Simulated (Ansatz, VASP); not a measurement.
TaN: VASP beside Ansatz

Contents of INCAR:

```
SYSTEM = TaN
ALGO = Normal
EDIFF = 1E-6
ENCUT = 520
GGA = PS
ISIF = 2
ISMEAR = 0
LASPH = .TRUE.
LCHARG = .FALSE.
LREAL = .FALSE.
LWAVE = .FALSE.
NBANDS = 24
NELM = 100
PREC = Accurate
SIGMA = 0.15
```

Contents of KPOINTS:

```
k-points
0
G
  18 18 10
  0 0 0
```

The input POSCAR:

```
TaN
1.0
    2.9585010578      0.0000000000      0.0000000000
   -1.4792505289      2.5621370732      0.0000000000
    0.0000000000      0.0000000000      4.8659000000
Ta N
2 2
Direct
    0.3333333333      0.6666666667      0.0000000000
    0.6666666667      0.3333333333      0.5000000000
    0.3333333333      0.6666666667      0.3850000000
    0.6666666667      0.3333333333      0.8850000000
```

Input for Ansatz:

```yaml
crystal:
  lattice:
    - [2.9585010578, 0.0, 0.0]
    - [-1.4792505289, 2.5621370732, 0.0]
    - [0.0, 0.0, 4.8659]
  atoms:
    - { symbol: Ta, position: [0.3333333333, 0.6666666667, 0.0] }
    - { symbol: Ta, position: [0.6666666667, 0.3333333333, 0.5] }
    - { symbol: "N", position: [0.3333333333, 0.6666666667, 0.385] }
    - { symbol: "N", position: [0.6666666667, 0.3333333333, 0.885] }
basis:
  ecutwfc: 420
kpoints:
  mp_grid: { grid: [18, 18, 10] }
hamiltonian:
  xc: pbesol
scf:
  occupations: { method: gaussian, width: 0.15 }
output:
  forces: true
  stress: true
  eigenvalues: true
```

Change from the starting cell: strain -0.030 along x and y, -0.015 along z, atoms carried along.

Alike in both runs: task single point; functional PBEsol; k mesh 18 × 18 × 10; occupations gaussian, width 0.15 eV; no spin polarisation.

```csv
,VASP,Ansatz
version,VASP 6.6.1,Ansatz 0.2.0
potentials or method,"VASP PAW PBE potentials, release 64 (Ta_pv, N), cutoff 520 eV","scalar-relativistic, plane waves, PAW"
valence electrons in the cell,32,36
```

Ansatz gave:

* gap on the k mesh at the Fermi level (eV): none
* pressure (GPa): 188.1
* traceless stress, the component that is largest in VASP (GPa): -30.65
* rms of the force components (eV/Å): 2.025

**Question.** Estimate VASP's values.

**Answer.** gap on the k mesh at the Fermi level (eV): none; pressure (GPa): 192.8; traceless stress, the component that is largest in VASP (GPa): -31.29; rms of the force components (eV/Å): 2.067.

VASP's potentials were made for PBE, not for PBEsol. Atom by atom the forces differ by 0.043 eV/Å (rms over components). A gap of «none» marks a metal or a gap that the smearing closes. Both programs put the cell under a high pressure, so it lies far from rest at this level. The functional is the same, so the differences come from potentials, cutoffs and numerics. VASP's potentials hold 32 valence electrons a cell and Ansatz's 36, so a difference there can come from the potentials and not from the codes.

Neither program's run includes spin-orbit coupling. Noted on VASP's run: the cell as given lies far from equilibrium.
